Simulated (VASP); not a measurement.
Runs of VASP 6.6.1 on As. The structure is that of space group Pm-3m (No. 221), or close to it. The cells are those of the table. 

```csv
cell,gap on the mesh (eV),pressure (GPa)
"a = 2.528 Å, 1 atom",none,(b)
"a = 2.704 Å, 1 atom",none,-4.7
"a = 2.655 Å, 1 atom",none,-0.1
"a = 2.582 Å, 1 atom",none,10.1
"a = 2.615 Å, 1 atom",none,(a)
```

Alike in all rows: task single point; level PBEsol+D3(BJ); potentials or basis VASP PAW PBE potentials, release 64 (As); no spin polarisation; k mesh 9 × 9 × 9; cutoff (eV) 500; smearing fermi-dirac 0.1 eV.

Problem. Estimate the missing entries.

Solution. (a) 5.0; (b) 20.3.

Caveats: three body term missing; the PAW data sets were made with another functional, which shifts forces and pressure a little; pairwise dispersion overbinds metals, which lowers pressure and volume.

A k mesh can miss the band edges, and the runs leave out spin-orbit coupling on As.

A gap of «none» marks levels without a gap at the run's occupations.
